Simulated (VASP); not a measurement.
# TiAl3 (pbe) (Pm-3m) in VASP: a series of runs

The runs below take TiAl3 (pbe) through single point, relaxation of cell and atoms, with PBE.

Everything below comes from runs of VASP 6.6.1. Logs are shortened: lines on timing, memory, paths and dates and some standing lists are left out, and cuts for length are marked.

### Step 1. The cell of the first run

It takes space group Pm-3m (No. 221, cubic). Conventional cell: a = 3.956 Å, b = 3.956 Å, c = 3.956 Å, α = 90.00°, β = 90.00°, γ = 90.00°. Within 3.7 Å of Ti (site symmetry m-3m) lie 12 Al at 2.80 Å. Al (site symmetry 4/mmm) has 4 Ti at 2.80 Å and 8 Al at 2.80 Å within 3.7 Å.

### Step 2. Single point, PBE

The input, INCAR:

```
ALGO     = Normal         # electronic algorithm
EDIFF    = 1E-7           # SCF threshold, eV
ENCUT    = 520            # plane-wave cutoff, eV
GGA      = PE             # functional
ISIF     = 2              # what is computed and relaxed
ISMEAR   = 0              # smearing method
LASPH    = T              # aspherical terms in the spheres
LCHARG   = F              # write CHGCAR
LREAL    = F              # projectors in reciprocal space
LWAVE    = F              # write WAVECAR
NBANDS   = 18             # bands
NELM     = 60             # most SCF steps
PREC     = Accurate       # precision mode
SIGMA    = 0.1            # smearing width, eV
```

The input, KPOINTS:

```
k-points
0
Gamma
  4 4 4
```

The input, POSCAR:

```
TiAl3
1.0
    3.9556712500      0.0000000000      0.0000000000
    0.0000000000      3.9556712500      0.0000000000
    0.0000000000      0.0000000000      3.9556712500
Ti Al
1 3
Direct
    0.0000000000      0.0000000000      0.0000000000
    0.5000000000      0.5000000000      0.0000000000
    0.5000000000      0.0000000000      0.5000000000
    0.0000000000      0.5000000000      0.5000000000
```

Potentials or basis: VASP PAW PBE potentials, release 64 (Ti_sv, Al).

Launch:

```console
$ cat potpaw_PBE.64/Ti_sv/POTCAR potpaw_PBE.64/Al/POTCAR > POTCAR
$ mpirun -np 1 vasp_std > vasp.out
```

OUTCAR:

```text
EDIFF = 1E-7
   ENCUT = 520
   GGA = PE
   ISIF = 2
   ISMEAR = 0
   LASPH = T
   LREAL = F
   NELM = 60
   PREC = Accurate

 ion  position               nearest neighbor table
   1  0.000  0.000  0.000-   2 2.80   3 2.80   4 2.80   3 2.80   4 2.80   2 2.80   4 2.80   4 2.80
                             2 2.80   3 2.80   3 2.80   2 2.80
   2  0.500  0.500  0.000-   1 2.80   3 2.80   4 2.80   3 2.80   4 2.80   1 2.80   3 2.80   3 2.80
                             1 2.80   4 2.80   4 2.80   1 2.80
   3  0.500  0.000  0.500-   1 2.80   2 2.80   4 2.80   1 2.80   2 2.80   2 2.80   4 2.80   2 2.80
                             1 2.80   4 2.80   1 2.80   4 2.80
   4  0.000  0.500  0.500-   1 2.80   2 2.80   3 2.80   1 2.80   2 2.80   1 2.80   3 2.80   1 2.80
                             2 2.80   3 2.80   2 2.80   3 2.80

  LATTYP: Found a simple cubic cell.
 ALAT       =     3.9556712500

  Lattice vectors:

 A1 = (   3.9556712500,   0.0000000000,   0.0000000000)
 A2 = (   0.0000000000,   3.9556712500,   0.0000000000)
 A3 = (   0.0000000000,   0.0000000000,   3.9556712500)

Analysis of symmetry for initial positions (statically):
=====================================================================
 Subroutine PRICEL returns:
 Original cell was already a primitive cell.

 Routine SETGRP: Setting up the symmetry group for a
 simple cubic supercell.

 Subroutine GETGRP returns: Found 48 space group operations
 (whereof 48 operations were pure point group operations)
 out of a pool of 48 trial point group operations.

The static configuration has the point symmetry O_h .

Analysis of symmetry for dynamics (positions and initial velocities):
=====================================================================
 Subroutine PRICEL returns:
 Original cell was already a primitive cell.

 Routine SETGRP: Setting up the symmetry group for a
 simple cubic supercell.

 Subroutine GETGRP returns: Found 48 space group operations
 (whereof 48 operations were pure point group operations)
 out of a pool of 48 trial point group operations.

The dynamic configuration has the point symmetry O_h .

 Subroutine INISYM returns: Found 48 space group operations
 (whereof 48 operations are pure point group operations),
 and found     1 'primitive' translations

----------------------------------------------------------------------------------------

                                     Primitive cell

  volume of cell :      61.8957

  direct lattice vectors                    reciprocal lattice vectors
     3.955671250  0.000000000  0.000000000     0.252801595  0.000000000  0.000000000
     0.000000000  3.955671250  0.000000000     0.000000000  0.252801595  0.000000000
     0.000000000  0.000000000  3.955671250     0.000000000  0.000000000  0.252801595

  length of vectors
     3.955671250  3.955671250  3.955671250     0.252801595  0.252801595  0.252801595

  position of ions in fractional coordinates (direct lattice)
     0.000000000  0.000000000  0.000000000
     0.500000000  0.500000000  0.000000000
     0.500000000  0.000000000  0.500000000
     0.000000000  0.500000000  0.500000000

  ion indices of the primitive-cell ions
   primitive index   ion index
                 1           1
                 2           2
                 3           3
                 4           4

----------------------------------------------------------------------------------------

 KPOINTS: k-points

Automatic generation of k-mesh.
 Grid dimensions read from file:
 generate k-points for:    4    4    4

 Generating k-lattice:

  Cartesian coordinates                     Fractional coordinates (reciprocal lattice)
     0.063200399  0.000000000  0.000000000     0.250000000  0.000000000  0.000000000
     0.000000000  0.063200399  0.000000000     0.000000000  0.250000000  0.000000000
     0.000000000  0.000000000  0.063200399     0.000000000  0.000000000  0.250000000

  Length of vectors
     0.063200399  0.063200399  0.063200399

  Shift w.r.t. Gamma in fractional coordinates (k-lattice)
     0.000000000  0.000000000  0.000000000

 Subroutine IBZKPT returns following result:
 ===========================================

 Found     10 irreducible k-points:

 Following reciprocal coordinates:
            Coordinates               Weight
  0.000000  0.000000  0.000000      1.000000
  0.250000  0.000000  0.000000      6.000000
  0.500000  0.000000  0.000000      3.000000
  0.250000  0.250000  0.000000     12.000000
  0.500000  0.250000  0.000000     12.000000
  0.500000  0.500000  0.000000      3.000000
  0.250000  0.250000  0.250000      8.000000
  0.500000  0.250000  0.250000     12.000000
  0.500000  0.500000  0.250000      6.000000
  0.500000  0.500000  0.500000      1.000000
   k-points           NKPTS =     10   k-points in BZ     NKDIM =     10   number of bands    NBANDS=     18
   number of dos      NEDOS =    301   number of ions     NIONS =      4
   total plane-waves  NPLWV =  27000
   dimension x,y,z NGX =    30 NGY =   30 NGZ =   30
   dimension x,y,z NGXF=    60 NGYF=   60 NGZF=   60
   ions per type =               1   3
   NGX,Y,Z   is equivalent  to a cutoff of  12.61, 12.61, 12.61 a.u.
   NGXF,Y,Z  is equivalent  to a cutoff of  25.22, 25.22, 25.22 a.u.
 SYSTEM =  unknown system
   PREC   = accura    normal or accurate (medium, high low for compatibility)
   ISTART =      0    job   : 0-new  1-cont  2-samecut
   ICHARG =      2    charge: 1-file 2-atom 10-const
   ISPIN  =      1    spin polarized calculation?
   LNONCOLLINEAR =      F non collinear calculations
   LSORBIT =      F    spin-orbit coupling
   LASPH  =      T    aspherical Exc in radial PAW
   ENCUT  =  520.0 eV  38.22 Ry    6.18 a.u.   7.35  7.35  7.35*2*pi/ulx,y,z
   NELM   =     60;   NELMIN=  2; NELMDL= -5     # of ELM steps
   EDIFF  = 0.1E-06   stopping-criterion for ELM
   LREAL  =      F    real-space projection
   EDIFFG = 0.1E-05   stopping-criterion for IOM
   NSW    =      0    number of steps for IOM
   IBRION =     -1    ionic relax: 0-MD 1-quasi-New 2-CG
   NFREE  =      0    steps in history (QN), initial steepest desc. (CG)
   ISIF   =      2    stress and relaxation
   ISYM   =      2    0-nonsym 1-usesym 2-fastsym
   POTIM  = 0.5000    time-step for ionic-motion
   TEBEG  =    0.0;   TEEND  =   0.0 temperature during run
   PSTRESS=    0.0 pullay stress
   NELECT =      21.0000    total number of electrons
   NUPDOWN=      -1.0000    fix difference up-down
   EMIN   =  10.00;   EMAX   =-10.00  energy-range for DOS
   EFERMI =   0.00;   METHOD = LEGACY
   ISMEAR =     0;   SIGMA  =   0.10  broadening in eV -4-tet -1-fermi 0-gaus
   EFERMI_NEDOS =   21; number of points for ismear=-14 and -15
   IALGO  =     38    algorithm
   IMIX   =      4    mixing-type and parameters
     AMIX     =   0.40;   BMIX     =  1.00
     AMIX_MAG =   1.60;   BMIX_MAG =  1.00
  volume/ion in A,a.u.               =      15.47       104.42
  Fermi-wavevector in a.u.,A,eV,Ry     =   1.141811  2.157711 17.738371  1.303733
  Thomas-Fermi vector in A             =   2.278511
   LORBIT       =      0    0 simple, 1 ext, 2 COOP (PROOUT), +10 PAW based schemes
   GGA     = PE    functional components
   LHFCALC =     F    Hartree Fock is set to
   AEXX    =    0.0000 exact exchange contribution
   IVDW    =     0    specifies the selected vdW correction
   LEPSILON=     F    determine dielectric tensor
   LRPA    =     F    only Hartree local field effects (RPA)
 non-spin polarized calculation
 Gauss-broadening in eV      SIGMA  =   0.10
  energy-cutoff  :      520.00
  volume of cell :       61.90
 maximum number of plane-waves:      1743
 NGX is ok and might be reduce to    30
   NGX = 15   NGY = 15   NGZ = 15

 number of electron      20.9999997 magnetization

 Free energy of the ion-electron system (eV)
  ---------------------------------------------------
  ext. energy  EPLUGINS =         0.00000000
  ---------------------------------------------------
  free energy    TOTEN  =       -20.58056204 eV

  energy without entropy =      -20.56955687  energy(sigma->0) =      -20.57505945

 E-fermi :   9.2996     XC(G=0): -10.8299

 val. band max:        9.2745070998   @ k =   0.0000   0.0000   0.0000
 cond. band min:       9.3291094422   @ k =   0.5000   0.5000   0.5000
 fundamental gap:      0.0546023424
 Fermi energy:         9.2995626870

 k-point     1 :       0.0000    0.0000    0.0000
  band No.  band energies     occupation
      1     -47.8325      2.00000
      2     -24.1355      2.00000
      3     -24.1355      2.00000
      4     -24.1355      2.00000
      5      -1.7144      2.00000
      6       6.0249      2.00000
[... 10 lines left out ...]
     17      14.8206      0.00000
     18      14.8206      0.00000

 k-point     2 :       0.2500    0.0000    0.0000
  band No.  band energies     occupation
      1     -47.8321      2.00000
      2     -24.1455      2.00000
      3     -24.1347      2.00000
      4     -24.1347      2.00000
      5      -1.1140      2.00000
      6       3.4621      2.00000
[... 10 lines left out ...]
     17      13.6061      0.00000
     18      14.4530      0.00000

 k-point     3 :       0.5000    0.0000    0.0000
  band No.  band energies     occupation
      1     -47.8317      2.00000
      2     -24.1556      2.00000
      3     -24.1340      2.00000
      4     -24.1340      2.00000
      5       0.2865      2.00000
      6       1.1095      2.00000
[... 10 lines left out ...]
     17      12.2511      0.00000
     18      14.4385      0.00000

 k-point     4 :       0.2500    0.2500    0.0000
  band No.  band energies     occupation
      1     -47.8317      2.00000
      2     -24.1448      2.00000
      3     -24.1442      2.00000
      4     -24.1340      2.00000
      5      -0.5337      2.00000
      6       3.8736      2.00000
[... 81 lines left out ...]
      4     -24.1423      2.00000
      5       1.2773      2.00000
      6       2.2605      2.00000
[... 10 lines left out ...]
     17      14.1148      0.00000
     18      14.9678      0.00000

 k-point     9 :       0.5000    0.5000    0.2500
  band No.  band energies     occupation
      1     -47.8306      2.00000
      2     -24.1518      2.00000
      3     -24.1518      2.00000
      4     -24.1416      2.00000
      5       2.3760      2.00000
      6       3.3332      2.00000
[... 10 lines left out ...]
     17      12.1801      0.00000
     18      16.7092      0.00000

 k-point    10 :       0.5000    0.5000    0.5000
  band No.  band energies     occupation
      1     -47.8302      2.00000
      2     -24.1505      2.00000
      3     -24.1505      2.00000
      4     -24.1505      2.00000
      5       3.9534      2.00000
      6       3.9534      2.00000
[... 10 lines left out ...]
     17      11.9011      0.00000
     18      20.7286      0.00000

------------------------ aborting loop because EDIFF is reached ----------------------------------------

  FORCE on cell =-STRESS in cart. coord.  units (eV):
  Direction    XX          YY          ZZ          XY          YZ          ZX
  --------------------------------------------------------------------------------------
  -------------------------------------------------------------------------------------
  Total        0.8076122      0.8076122      0.8076122      0.0000000      0.0000000      0.0000000
  in kB       20.9051307     20.9051307     20.9051307      0.0000000      0.0000000      0.0000000
  external PRESSURE =      20.9051307 kB  Pullay stress =       0.0000000 kB

 VOLUME and BASIS-vectors are now :
 -----------------------------------------------------------------------------
  energy-cutoff  :      520.00
  volume of cell :       61.90
      direct lattice vectors                 reciprocal lattice vectors
     3.955671250  0.000000000  0.000000000     0.252801595  0.000000000  0.000000000
     0.000000000  3.955671250  0.000000000     0.000000000  0.252801595  0.000000000
     0.000000000  0.000000000  3.955671250     0.000000000  0.000000000  0.252801595

 POSITION                                       TOTAL-FORCE (eV/Angst)
 -----------------------------------------------------------------------------------
      0.00000      0.00000      0.00000         0.000000      0.000000      0.000000
      1.97784      1.97784      0.00000         0.000000      0.000000      0.000000
      1.97784      0.00000      1.97784         0.000000      0.000000      0.000000
      0.00000      1.97784      1.97784         0.000000      0.000000      0.000000
 -----------------------------------------------------------------------------------
    total drift:                               -0.000000     -0.000000      0.000000

  FREE ENERGIE OF THE ION-ELECTRON SYSTEM (eV)
  ---------------------------------------------------
  free  energy   TOTEN  =       -20.5805620405 eV

  energy  without entropy=      -20.5695568652  energy(sigma->0) =      -20.57505945
```

Wall time 12 s (1 thread of AMD EPYC 7R43 (Zen 3), shared host); peak memory 0.13 GiB.

Results:

```
Free energy : -20.5806 eV
Pressure    : 2.1 GPa
```

Caveat: the k points lie up to 0.40 Å⁻¹ apart.

### Step 3. Single point, PBE

This run uses another cell than the first one, of 15.76 Å³/atom, 1.018 times its volume.

The input, INCAR:

```
SYSTEM = TiAl3
PREC = Accurate ; ENCUT = 520
EDIFF = 1E-6 ; ISMEAR = 0
SIGMA = 0.1 ; LREAL = .FALSE.
LASPH = .TRUE. ; NELM = 100
ALGO = Fast ; ISIF = 2
LWAVE = .FALSE. ; LCHARG = .TRUE.
GGA = PE ; LELF = .TRUE.
LVHAR = .TRUE. ; NBANDS = 18
```

The input, KPOINTS:

```
Automatic mesh
0
G
  10 10 10
  0 0 0
```

The input, POSCAR:

```
TiAl3
1.0
    3.9795455053      0.0000000000      0.0000000000
    0.0000000000      3.9795455053      0.0000000000
    0.0000000000      0.0000000000      3.9795455053
Ti Al
1 3
Direct
    0.0000000000      0.0000000000      0.0000000000
    0.5000000000      0.5000000000      0.0000000000
    0.5000000000      0.0000000000      0.5000000000
    0.0000000000      0.5000000000      0.5000000000
```

Potentials or basis: VASP PAW PBE potentials, release 64 (Ti_sv, Al).

Launch:

```console
$ cat potpaw_PBE.64/Ti_sv/POTCAR potpaw_PBE.64/Al/POTCAR > POTCAR
$ mpirun -np 1 vasp_std > vasp.out
```

It took 1.9 min on 1 thread of AMD EPYC 7R43 (Zen 3), shared host; peak memory 0.16 GiB.

Results (log left out):

- Free energy: -20.5552 eV
- Pressure: -0.1 GPa

Levels at points of the mesh, in eV from the Fermi level:
```tsv
k point	band 7	band 8	band 9	band 10	band 11	band 12	band 13	band 14
(0.00, 0.00, 0.00)	-3.09	-2.19	-2.19	-2.19	0.13	0.13	0.13	0.71
(0.50, 0.00, 0.00)	-2.26	-2.26	-2.16	0.36	0.69	0.69	0.91	1.00
(0.50, 0.50, 0.00)	-6.14	-5.02	-1.27	-1.27	0.59	0.85	1.06	1.11
(0.50, 0.50, 0.50)	-5.15	-4.95	-3.51	-3.51	-3.51	0.15	1.17	1.17
```

[end of part 1 of 2]
